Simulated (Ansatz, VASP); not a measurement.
## One calculation of Ge3Pd, two programs

```
Pd Ge
1.0
     4.11422    0.00000    0.00000
     0.00000    4.11422    0.00000
     0.00000    0.00000    4.11422
Pd Ge
1 3
Direct
  0.00000 0.00000 0.00000
  0.50000 0.50000 0.00000
  0.50000 0.00000 0.50000
  0.00000 0.50000 0.50000
```

Change from the starting cell: volume scaled by 0.98.

Alike in both runs: task single point; functional PBEsol; k mesh 7 × 7 × 7; occupations fermi-dirac, width 0.05 eV; no spin polarisation.

|  | VASP | Ansatz |
| --- | --- | --- |
| version | VASP 6.6.1 | Ansatz 0.2.0 |
| potentials or method | VASP PAW PBE potentials, release 64 (Pd, Ge_d), cutoff 520 eV | all-electron LAPW, scalar-relativistic |

```csv
,VASP,Ansatz,Ansatz less VASP
gap on the k mesh at the Fermi level (eV),none,none,-
pressure (GPa),-2.9,-3.0,-0.17
```

VASP's potentials were made for PBE, not for PBEsol. A gap of «none» marks a metal or a gap that the smearing closes. Ansatz ran all-electron here, and VASP with PAW potentials.
